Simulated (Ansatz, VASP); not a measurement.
## WSe2: VASP beside Ansatz

```
W Se
1.0
     9.74978    0.00000    0.00000
    -4.87489    8.44356    0.00000
     0.00000    0.00000   12.82612
W Se
18 36
Direct
  0.22222 0.11111 0.75000
  0.11111 0.22222 0.25000
  0.22222 0.44444 0.75000
  0.11111 0.55556 0.25000
  0.22222 0.77778 0.75000
  0.11111 0.88889 0.25000
  0.55556 0.11111 0.75000
  0.44444 0.22222 0.25000
  0.55556 0.44444 0.75000
  0.44444 0.55556 0.25000
  0.55556 0.77778 0.75000
  0.44444 0.88889 0.25000
  0.88889 0.11111 0.75000
  0.77778 0.22222 0.25000
  0.88889 0.44444 0.75000
  0.77778 0.55556 0.25000
  0.88889 0.77778 0.75000
  0.77778 0.88889 0.25000
  0.11111 0.22222 0.87995
  0.22222 0.11111 0.37995
  0.11111 0.22222 0.62005
  0.22222 0.11111 0.12005
  0.11111 0.55556 0.87995
  0.22222 0.44444 0.37995
  0.11111 0.55556 0.62005
  0.22222 0.44444 0.12005
  0.11111 0.88889 0.87995
  0.22222 0.77778 0.37995
  0.11111 0.88889 0.62005
  0.22222 0.77778 0.12005
  0.44444 0.22222 0.87995
  0.55556 0.11111 0.37995
  0.44444 0.22222 0.62005
  0.55556 0.11111 0.12005
  0.44444 0.55556 0.87995
  0.55556 0.44444 0.37995
  0.44444 0.55556 0.62005
  0.55556 0.44444 0.12005
  0.44444 0.88889 0.87995
  0.55556 0.77778 0.37995
  0.44444 0.88889 0.62005
  0.55556 0.77778 0.12005
  0.77778 0.22222 0.87995
  0.88889 0.11111 0.37995
  0.77778 0.22222 0.62005
  0.88889 0.11111 0.12005
  0.77778 0.55556 0.87995
  0.88889 0.44444 0.37995
  0.77778 0.55556 0.62005
  0.88889 0.44444 0.12005
  0.77778 0.88889 0.87995
  0.88889 0.77778 0.37995
  0.77778 0.88889 0.62005
  0.88889 0.77778 0.12005
```

Alike in both runs: task single point; functional PBE; k mesh 1 × 1 × 1; no spin polarisation.

|  | VASP | Ansatz |
| --- | --- | --- |
| version | VASP 6.6.1 | Ansatz 0.2.0 |
| potentials or method | VASP PAW PBE potentials, release 64 (W_sv, Se), cutoff 520 eV | plane-wave PAW DFT |
| occupations | gaussian, width 0.01 eV | fixed |
| valence electrons in the cell | 468 | 828 |

|  | VASP | Ansatz | Ansatz less VASP |
| --- | --- | --- | --- |
| rms of the force components (eV/Å) | 0.120 | 0.095 | -0.0249 |

VASP's potentials hold 468 valence electrons a cell and Ansatz's 828, so a difference there can come from the potentials and not from the codes.

The k mesh is coarse, so the values compare programs but aren't converged. Spin-orbit coupling is off throughout.
